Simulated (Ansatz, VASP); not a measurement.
# One calculation of Sc, two programs

```xyz
1
Lattice="0.0000 2.1570 2.2137 2.1570 0.0000 2.2137 2.1570 2.1570 0.0000" Properties=species:S:1:pos:R:3 pbc="T T T"
Sc    0.0000    0.0000    0.0000
```

Change from the starting cell: strain -0.050 along x and y, -0.025 along z, atoms carried along.

Alike in both runs: task single point; functional PBEsol; k mesh 18 × 18 × 18; occupations gaussian, width 0.15 eV; no spin polarisation.

|  | VASP | Ansatz |
| --- | --- | --- |
| version | VASP 6.6.1 | Ansatz 0.2.0 |
| potentials or method | VASP PAW PBE potentials, release 64 (Sc_sv), cutoff 520 eV | scalar-relativistic, plane waves, PAW |
| valence electrons in the cell | 11 | 11 |

Ansatz gave:

* gap on the k mesh at the Fermi level (eV): none
* pressure (GPa): 9.1
* traceless stress, the component that is largest in VASP (GPa): -0.59

Task: What did VASP give for the same quantities?

Result: gap on the k mesh at the Fermi level (eV): none; pressure (GPa): 9.1; traceless stress, the component that is largest in VASP (GPa): -0.60.

VASP's potentials were made for PBE, not for PBEsol. A gap of «none» marks a metal or a gap that the smearing closes.
